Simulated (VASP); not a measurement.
# Ag (R3m) in VASP: single point with LDA

Aim: the single point of Ag with LDA.

Everything below comes from runs of VASP 6.6.1. Logs are shortened: lines on timing, memory, paths and dates and some standing lists are left out, and cuts for length are marked.

**1. The cell of the first run**

The structure is trigonal, space group R3m (No. 160). The conventional cell has a = 9.366 Å, b = 9.366 Å, c = 5.735 Å, α = 90.00°, β = 90.00°, γ = 120.00°. Within 3.3 Å of Ag (site symmetry 3m) lie 11 Ag at 2.53 to 3.21 Å. Ag (site symmetry m) has 14 Ag at 2.77 to 3.31 Å within 3.7 Å. Ag (site symmetry m) has 14 Ag at 2.87 to 3.52 Å within 3.8 Å. Within 3.4 Å of Ag (site symmetry 3m) lie 14 Ag at 2.53 to 3.31 Å.

**2. Single point, LDA (atom 1 (Ag) moved +0.338 Å along Cartesian [1 1 1])**

File INCAR:

```
SYSTEM = Ag
PREC = Accurate ; ENCUT = 520
EDIFF = 1E-6 ; ISMEAR = 0
SIGMA = 0.15 ; LREAL = .FALSE.
LASPH = .TRUE. ; NELM = 100
ALGO = Fast ; ISIF = 2
LWAVE = .FALSE. ; LCHARG = .FALSE.
GGA = CA ; NBANDS = 54
```

File KPOINTS:

```
Automatic mesh
0
G
  10 10 10
  0 0 0
```

File POSCAR:

```
Ag
1.0
   -3.3113080000     -3.3113080000      3.3113080000
   -3.3113080000      3.3113080000     -3.3113080000
    3.3113080000     -3.3113080000     -3.3113080000
Ag
8
Direct
    0.4411544574      0.4411544574      0.4411544574
    0.0000000000      0.5000000000      0.5000000000
    0.5000000000      0.0000000000      0.5000000000
    0.0000000000      0.0000000000      0.5000000000
    0.5000000000      0.5000000000      0.0000000000
    0.0000000000      0.5000000000      0.0000000000
    0.5000000000      0.0000000000      0.0000000000
    0.0000000000      0.0000000000      0.0000000000
```

Potentials or basis: VASP PAW LDA potentials, release 64 (Ag).

Command:

```sh
cat potpaw_LDA.64/Ag/POTCAR > POTCAR
mpirun -np 1 vasp_std > vasp.out
```

OUTCAR:

```text
SYSTEM = Ag
   PREC = Accurate
   ENCUT = 520
   EDIFF = 1E-6
   ISMEAR = 0
   LREAL = .FALSE.
   LASPH = .TRUE.
   NELM = 100
   ISIF = 2
   GGA = CA

 ion  position               nearest neighbor table
   1  0.441  0.441  0.441-   8 2.53   3 2.77   5 2.77   2 2.77   3 3.00   5 3.00   2 3.00   4 3.13
                             7 3.13   6 3.13   8 3.21   7 3.52   6 3.52   4 3.52
   2  0.000  0.500  0.500-   1 2.77   4 2.87   6 2.87   7 2.87   6 2.87   4 2.87   7 2.87   1 3.00
                             5 3.31   8 3.31   8 3.31   5 3.31   3 3.31   3 3.31
   3  0.500  0.000  0.500-   1 2.77   4 2.87   6 2.87   7 2.87   7 2.87   4 2.87   6 2.87   1 3.00
                             5 3.31   5 3.31   8 3.31   8 3.31   2 3.31   2 3.31
   4  0.000  0.000  0.500-   2 2.87   3 2.87   5 2.87   8 2.87   8 2.87   2 2.87   3 2.87   5 2.87
                             1 3.13   6 3.31   7 3.31   7 3.31   6 3.31   1 3.52
   5  0.500  0.500  0.000-   1 2.77   4 2.87   6 2.87   7 2.87   7 2.87   6 2.87   4 2.87   1 3.00
                             2 3.31   3 3.31   8 3.31   2 3.31   8 3.31   3 3.31
   6  0.000  0.500  0.000-   2 2.87   3 2.87   5 2.87   8 2.87   2 2.87   8 2.87   5 2.87   3 2.87
                             1 3.13   4 3.31   7 3.31   7 3.31   4 3.31   1 3.52
   7  0.500  0.000  0.000-   2 2.87   3 2.87   5 2.87   8 2.87   3 2.87   5 2.87   8 2.87   2 2.87
                             1 3.13   6 3.31   4 3.31   6 3.31   4 3.31   1 3.52
   8  0.000  0.000  0.000-   1 2.53   4 2.87   6 2.87   7 2.87   4 2.87   6 2.87   7 2.87   1 3.21
                             3 3.31   2 3.31   2 3.31   3 3.31   5 3.31   5 3.31

  LATTYP: Found a body centered cubic cell.
 ALAT       =     6.6226160000

  Lattice vectors:

 A1 = (  -3.3113080000,  -3.3113080000,   3.3113080000)
 A2 = (  -3.3113080000,   3.3113080000,  -3.3113080000)
 A3 = (   3.3113080000,  -3.3113080000,  -3.3113080000)

Analysis of symmetry for initial positions (statically):
=====================================================================
 Subroutine PRICEL returns:
 Original cell was already a primitive cell.

 Routine SETGRP: Setting up the symmetry group for a
 body centered cubic supercell.

 Subroutine GETGRP returns: Found  6 space group operations
 (whereof  6 operations were pure point group operations)
 out of a pool of 48 trial point group operations.

The static configuration has the point symmetry C_3v.

Analysis of symmetry for dynamics (positions and initial velocities):
=====================================================================
 Subroutine PRICEL returns:
 Original cell was already a primitive cell.

 Routine SETGRP: Setting up the symmetry group for a
 body centered cubic supercell.

 Subroutine GETGRP returns: Found  6 space group operations
 (whereof  6 operations were pure point group operations)
 out of a pool of 48 trial point group operations.

The dynamic configuration has the point symmetry C_3v.

 Subroutine INISYM returns: Found  6 space group operations
 (whereof  6 operations are pure point group operations),
 and found     1 'primitive' translations

----------------------------------------------------------------------------------------

                                     Primitive cell

  volume of cell :     145.2308

  direct lattice vectors                    reciprocal lattice vectors
    -3.311308000 -3.311308000  3.311308000    -0.150997733 -0.150997733  0.000000000
    -3.311308000  3.311308000 -3.311308000    -0.150997733  0.000000000 -0.150997733
     3.311308000 -3.311308000 -3.311308000     0.000000000 -0.150997733 -0.150997733

  length of vectors
     5.735353696  5.735353696  5.735353696     0.213543041  0.213543041  0.213543041

  position of ions in fractional coordinates (direct lattice)
     0.441154457  0.441154457  0.441154457
     0.000000000  0.500000000  0.500000000
     0.500000000  0.000000000  0.500000000
     0.000000000  0.000000000  0.500000000
     0.500000000  0.500000000  0.000000000
     0.000000000  0.500000000  0.000000000
     0.500000000  0.000000000  0.000000000
     0.000000000  0.000000000  0.000000000

  ion indices of the primitive-cell ions
   primitive index   ion index
                 1           1
                 2           2
                 3           3
                 4           4
                 5           5
                 6           6
                 7           7
                 8           8

----------------------------------------------------------------------------------------

 KPOINTS: Automatic mesh

Automatic generation of k-mesh.
 Grid dimensions read from file:
 generate k-points for:   10   10   10

 Generating k-lattice:

  Cartesian coordinates                     Fractional coordinates (reciprocal lattice)
    -0.015099773 -0.015099773  0.000000000     0.100000000  0.000000000  0.000000000
    -0.015099773  0.000000000 -0.015099773     0.000000000  0.100000000  0.000000000
     0.000000000 -0.015099773 -0.015099773     0.000000000  0.000000000  0.100000000

  Length of vectors
     0.021354304  0.021354304  0.021354304

  Shift w.r.t. Gamma in fractional coordinates (k-lattice)
     0.000000000  0.000000000  0.000000000

 Subroutine IBZKPT returns following result:
 ===========================================

 Found    116 irreducible k-points:

 Following reciprocal coordinates:
            Coordinates               Weight
  0.000000  0.000000  0.000000      1.000000
  0.100000  0.000000  0.000000      6.000000
  0.100000  0.000000 -0.100000      6.000000
  0.200000  0.000000  0.000000      6.000000
  0.200000  0.000000 -0.200000      6.000000
  0.300000  0.000000  0.000000      6.000000
[... 16 lines left out ...]
  0.400000  0.100000  0.000000     12.000000
  0.500000  0.000000 -0.400000     12.000000
 [... further k-points ...]
   k-points           NKPTS =    116   k-points in BZ     NKDIM =    116   number of bands    NBANDS=     54
   number of dos      NEDOS =    301   number of ions     NIONS =      8
   total plane-waves  NPLWV = 110592
   dimension x,y,z NGX =    48 NGY =   48 NGZ =   48
   dimension x,y,z NGXF=    96 NGYF=   96 NGZF=   96
   ions per type =               8
   NGX,Y,Z   is equivalent  to a cutoff of  13.91, 13.91, 13.91 a.u.
   NGXF,Y,Z  is equivalent  to a cutoff of  27.83, 27.83, 27.83 a.u.
 SYSTEM =  Ag
   PREC   = accura    normal or accurate (medium, high low for compatibility)
   ISTART =      0    job   : 0-new  1-cont  2-samecut
   ICHARG =      2    charge: 1-file 2-atom 10-const
   ISPIN  =      1    spin polarized calculation?
   LNONCOLLINEAR =      F non collinear calculations
   LSORBIT =      F    spin-orbit coupling
   LASPH  =      T    aspherical Exc in radial PAW
   ENCUT  =  520.0 eV  38.22 Ry    6.18 a.u.  10.66 10.66 10.66*2*pi/ulx,y,z
   NELM   =    100;   NELMIN=  2; NELMDL= -5     # of ELM steps
   EDIFF  = 0.1E-05   stopping-criterion for ELM
   LREAL  =      F    real-space projection
   EDIFFG = 0.1E-04   stopping-criterion for IOM
   NSW    =      0    number of steps for IOM
   IBRION =     -1    ionic relax: 0-MD 1-quasi-New 2-CG
   NFREE  =      0    steps in history (QN), initial steepest desc. (CG)
   ISIF   =      2    stress and relaxation
   ISYM   =      2    0-nonsym 1-usesym 2-fastsym
   POTIM  = 0.5000    time-step for ionic-motion
   TEBEG  =    0.0;   TEEND  =   0.0 temperature during run
   PSTRESS=    0.0 pullay stress
   NELECT =      88.0000    total number of electrons
   NUPDOWN=      -1.0000    fix difference up-down
   EMIN   =  10.00;   EMAX   =-10.00  energy-range for DOS
   EFERMI =   0.00;   METHOD = LEGACY
   ISMEAR =     0;   SIGMA  =   0.15  broadening in eV -4-tet -1-fermi 0-gaus
   EFERMI_NEDOS =   21; number of points for ismear=-14 and -15
   IALGO  =     68    algorithm
   IMIX   =      4    mixing-type and parameters
     AMIX     =   0.40;   BMIX     =  1.00
     AMIX_MAG =   1.60;   BMIX_MAG =  1.00
  volume/ion in A,a.u.               =      18.15       122.51
  Fermi-wavevector in a.u.,A,eV,Ry     =   1.385318  2.617871 26.111022  1.919106
  Thomas-Fermi vector in A             =   2.509739
   LORBIT       =      0    0 simple, 1 ext, 2 COOP (PROOUT), +10 PAW based schemes
   GGA     = CA    functional components
   LHFCALC =     F    Hartree Fock is set to
   AEXX    =    0.0000 exact exchange contribution
   IVDW    =     0    specifies the selected vdW correction
   LEPSILON=     F    determine dielectric tensor
   LRPA    =     F    only Hartree local field effects (RPA)
 non-spin polarized calculation
 RMM-DIIS sequential band-by-band and
 Gauss-broadening in eV      SIGMA  =   0.15
  energy-cutoff  :      520.00
  volume of cell :      145.23
 maximum number of plane-waves:      3945
 NGX is ok and might be reduce to    48
   NGX = 21   NGY = 21   NGZ = 21

 number of electron      88.0000011 magnetization

 Free energy of the ion-electron system (eV)
  ---------------------------------------------------
  ext. energy  EPLUGINS =         0.00000000
  ---------------------------------------------------
  free energy    TOTEN  =       -29.06481355 eV

  energy without entropy =      -29.02492484  energy(sigma->0) =      -29.04486919

 E-fermi :   7.3089     XC(G=0): -12.2086

 val. band max:        7.3034803035   @ k =   0.1000   0.1000   0.0000
 cond. band min:       7.3116852819   @ k =   0.2000  -0.1000  -0.1000
 fundamental gap:      0.0082049784
 Fermi energy:         7.3089393875

 k-point     1 :       0.0000    0.0000    0.0000
  band No.  band energies     occupation
      1      -0.0811      2.00000
      2       1.2167      2.00000
      3       1.2167      2.00000
      4       1.2430      2.00000
      5       1.2649      2.00000
      6       1.2649      2.00000
[... 46 lines left out ...]
     53      11.1181      0.00000
     54      14.0238      0.00000

 k-point     2 :       0.1000    0.0000    0.0000
  band No.  band energies     occupation
      1      -0.0025      2.00000
      2       1.2398      2.00000
      3       1.2525      2.00000
      4       1.2848      2.00000
      5       1.3035      2.00000
      6       1.3061      2.00000
[... 46 lines left out ...]
     53      11.6883      0.00000
     54      13.7580      0.00000
[... 1195 lines left out ...]
     53      14.4183      0.00000
     54      14.7934      0.00000

 k-point    24 :       0.5000    0.0000   -0.4000
  band No.  band energies     occupation
      1       1.2209      2.00000
      2       1.4334      2.00000
      3       1.6605      2.00000
      4       1.7073      2.00000
      5       1.7569      2.00000
      6       1.8164      2.00000
[... 46 lines left out ...]
     53      14.6415      0.00000
     54      14.7637      0.00000

 [... further k-points ...]
[... 5 lines left out ...]
  --------------------------------------------------------------------------------------
  -------------------------------------------------------------------------------------
  Total       -9.0269409     -9.0269409     -9.0269409      0.6834488      0.6834488      0.6834488
  in kB      -99.5846620    -99.5846620    -99.5846620      7.5397654      7.5397654      7.5397654
  external PRESSURE =     -99.5846620 kB  Pullay stress =       0.0000000 kB

 VOLUME and BASIS-vectors are now :
 -----------------------------------------------------------------------------
  energy-cutoff  :      520.00
  volume of cell :      145.23
      direct lattice vectors                 reciprocal lattice vectors
    -3.311308000 -3.311308000  3.311308000    -0.150997733 -0.150997733  0.000000000
    -3.311308000  3.311308000 -3.311308000    -0.150997733  0.000000000 -0.150997733
     3.311308000 -3.311308000 -3.311308000     0.000000000 -0.150997733 -0.150997733

 POSITION                                       TOTAL-FORCE (eV/Angst)
 -----------------------------------------------------------------------------------
     -1.46080     -1.46080     -1.46080        -0.898322     -0.898322     -0.898322
      0.00000      0.00000     -3.31131         0.144905      0.144905     -0.191950
      0.00000     -3.31131      0.00000         0.144905     -0.191950      0.144905
      1.65565     -1.65565     -1.65565         0.009053     -0.000463     -0.000463
     -3.31131      0.00000      0.00000        -0.191950      0.144905      0.144905
     -1.65565      1.65565     -1.65565        -0.000463      0.009053     -0.000463
     -1.65565     -1.65565      1.65565        -0.000463     -0.000463      0.009053
      0.00000      0.00000      0.00000         0.792334      0.792334      0.792334
 -----------------------------------------------------------------------------------
    total drift:                                0.000057      0.000057      0.000057

  FREE ENERGIE OF THE ION-ELECTRON SYSTEM (eV)
  ---------------------------------------------------
  free  energy   TOTEN  =       -29.0648135474 eV

  energy  without entropy=      -29.0249248388  energy(sigma->0) =      -29.04486919
```

Run time: 10 min. Hardware: 1 thread of Intel Xeon Platinum 8488C (Sapphire Rapids), shared host; peak memory 0.67 GiB.

What came out:

```yaml
Free_energy: -29.0648 eV
Pressure: -10.0 GPa
Largest_force: 1.556 eV/Å
Band_gap_on_the_k_mesh: zero (bands 44 and 45 overlap by 2.20 eV)
```

Forces in eV/Å, atoms in the order of the input:
```
Ag  -0.898 -0.898 -0.898
Ag   0.145  0.145 -0.192
Ag   0.145 -0.192  0.145
Ag   0.009  0.000  0.000
Ag  -0.192  0.145  0.145
Ag   0.000  0.009  0.000
Ag   0.000  0.000  0.009
Ag   0.792  0.792  0.792
```

Caveat: the cell differs from its parent crystal (atom 1 (Ag) moved +0.338 Å along Cartesian [1 1 1]); the cell stands under tension; forces of over 1 eV/Å act on the atoms, so gaps and moduli don't describe the material at rest.
